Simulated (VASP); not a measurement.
Mg3CdF8:

```xyz
12
Lattice="3.6177 -5.1592 0.0000 3.6177 5.1592 0.0000 0.0000 0.0000 3.6227" Properties=species:S:1:pos:R:3 pbc="T T T"
Cd    0.0000    0.0000    0.0000
F     3.6177    1.2434    1.8114
F     3.6177    3.7164    1.8114
F     5.3381   -1.3338    0.0000
F     5.3381    1.3338    0.0000
F     1.8972   -1.3338    0.0000
F     1.8972    1.3338    0.0000
F     3.6177   -3.7164    1.8114
F     3.6177   -1.2434    1.8114
Mg    1.8088   -2.5796    1.8114
Mg    1.8088    2.5796    1.8114
Mg    3.6177    0.0000    0.0000
```

| Quantity | Value |
| --- | --- |
| Program | VASP 6.6.1 |
| Task | relaxation of cell and atoms |
| Functional | r2SCAN |
| Potentials or basis | VASP PAW PBE potentials, release 64 (Cd, F, Mg) |
| Cutoff | 660 eV |
| k mesh | 4 × 4 × 6 |
| Occupations | fermi-dirac, width 0.02 eV |
| Spin | no spin polarisation |

At the start: pressure -5.7 GPa; volume 11.27 Å³/atom.

**Question.** Where does the relaxation end?

**Answer.** Over 12 steps the energy falls by 11.1 meV/atom and the volume is 10.68 Å³/atom (-5.2 %); space group Cmmm (No. 65, to 0.1 Å) before and after.

The path:
```
step  energy change (eV)  largest force (eV/Å)  pressure (GPa)  volume (Å³)
   1              0.0000                0.0236           -5.71       135.23
   2             -0.1285                0.1181            0.74       127.52
   3             -0.1302                0.1075            0.02       128.27
   4             -0.1302                0.1056           -0.11       128.40
   5             -0.1323                0.0492           -0.11       128.34
   6             -0.1328                0.0352           -0.11       128.29
   7             -0.1330                0.0148            0.04       128.13
   8             -0.1330                0.0115            0.06       128.10
   9             -0.1330                0.0085            0.01       128.16
  10             -0.1330                0.0095           -0.05       128.22
  11             -0.1330                0.0067           -0.02       128.19
  12             -0.1331                0.0039           -0.01       128.18
```

Final structure:
```xyz
12
Lattice="3.5542 -5.0732 0.0000 3.5542 5.0732 0.0000 0.0000 0.0000 3.5544" Properties=species:S:1:pos:R:3 pbc="T T T"
Cd    0.0000    0.0000    0.0000
F     3.5542    1.2174    1.7772
F     3.5542    3.6419    1.7772
F     5.2373   -1.3150    0.0000
F     5.2373    1.3150    0.0000
F     1.8710   -1.3150    0.0000
F     1.8710    1.3150    3.5544
F     3.5542   -3.6419    1.7772
F     3.5542   -1.2174    1.7772
Mg    1.7771   -2.5366    1.7772
Mg    1.7771    2.5366    1.7772
Mg    3.5542    0.0000    0.0000
```

Caveat: the PAW data sets were made with another functional, which shifts forces and pressure a little.
